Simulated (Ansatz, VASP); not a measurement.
One calculation of LaTaO, two programs

```xyz
6
Lattice="4.5429 0.0000 0.0000 0.0000 4.5429 0.0000 0.0000 0.0000 6.0149" Properties=species:S:1:pos:R:3 pbc="T T T"
La    0.0000    0.0000    0.0000
La    2.2715    2.2715    0.0000
Ta    2.2715    0.0000    3.2188
Ta    0.0000    2.2715    2.7960
O     2.2715    0.0000    5.1897
O     0.0000    2.2715    0.8251
```

Change from the starting cell: species swapped into the MnAlGe type (P4/nmm, No. 129).

Alike in both runs: task relaxation of cell and atoms; functional PBE; k mesh 8 × 8 × 6; occupations gaussian, width 0.1 eV; no spin polarisation.

```csv
,VASP,Ansatz
version,VASP 6.6.1,Ansatz 0.2.0
potentials or method,"VASP PAW PBE potentials, release 64 (La, Ta_pv, O), cutoff 600 eV","scalar-relativistic, plane waves, PAW"
valence electrons in the cell,56,60
```

Ansatz gave:

| Item | Value |
| --- | --- |
| gap on the k mesh at the Fermi level, each at its own relaxed structure (eV) | none |
| relaxed volume (Å³/atom) | 20.70 |
| relaxed length of the cell vector where the two differ most in proportion (Å) | 5.990 |

**Question.** Estimate VASP's values.

**Answer.** gap on the k mesh at the Fermi level, each at its own relaxed structure (eV): none; relaxed volume (Å³/atom): 20.66; relaxed length of the cell vector where the two differ most in proportion (Å): 5.986.

A gap of «none» marks a metal or a gap that the smearing closes. VASP's potentials hold 56 valence electrons a cell and Ansatz's 60, so a difference there can come from the potentials and not from the codes.

Neither program's run includes spin-orbit coupling.
